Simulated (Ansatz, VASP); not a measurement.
MgS: VASP beside Ansatz

The input INCAR:

```
PREC = Accurate
ENCUT = 520
EDIFF = 1E-8
ISMEAR = -1
SIGMA = 0.01
LREAL = False
LASPH = True
NELM = 60
ALGO = Normal
ISIF = 2
LWAVE = False
LCHARG = False
GGA = CA
LEFG = True
NBANDS = 11
```

File KPOINTS:

```
Automatic mesh
0
Gamma
  8 8 8
```

File POSCAR:

```
MgS
1.0
    0.0000000000      2.6526756994      2.6526756994
    2.6526756994      0.0000000000      2.6526756994
    2.6526756994      2.6526756994      0.0000000000
Mg S
1 1
Direct
    0.0000000000      0.0000000000      0.0000000000
    0.5000000000      0.5000000000      0.5000000000
```

Input for Ansatz:

```yaml
crystal:
  lattice:
    - [0.0, 2.6526756994, 2.6526756994]
    - [2.6526756994, 0.0, 2.6526756994]
    - [2.6526756994, 2.6526756994, 0.0]
  atoms:
    - { symbol: Mg, position: [0.0, 0.0, 0.0] }
    - { symbol: S, position: [0.5, 0.5, 0.5] }
kpoints:
  mp_grid: { grid: [8, 8, 8] }
scf:
  occupations: { method: fermi_dirac, width: 0.01 }
hamiltonian:
  xc: lda
  pseudopotentials: { kind: paw }
output:
  forces: true
  stress: true
  eigenvalues: true
  efg: { contact_densities: true }
```

Change from the starting cell: volume scaled by 1.06, PAW files.

Alike in both runs: task electric field gradients; functional LDA; k mesh 8 × 8 × 8; occupations fermi-dirac, width 0.01 eV; no spin polarisation.

|  | VASP | Ansatz |
| --- | --- | --- |
| version | VASP 6.6.1 | Ansatz 0.2.0 |
| potentials or method | VASP PAW LDA potentials, release 64 (Mg, S) | PAW with Ansatz's default frozen-core files, scalar-relativistic |
| plane-wave cutoff (eV) | 520 | 420 |
| valence electrons in the cell | 8 | 16 |

|  | VASP | Ansatz | Ansatz less VASP |
| --- | --- | --- | --- |
| gap on the k mesh at the Fermi level (eV) | 2.43 | 2.44 | +0.005 |
| pressure (GPa) | -7.4 | -6.9 | +0.52 |

LDA's correlation is that of Perdew and Zunger in VASP and of Perdew and Wang (1992) in Ansatz. VASP's potentials hold 8 valence electrons a cell and Ansatz's 16, so a difference there can come from the potentials and not from the codes.
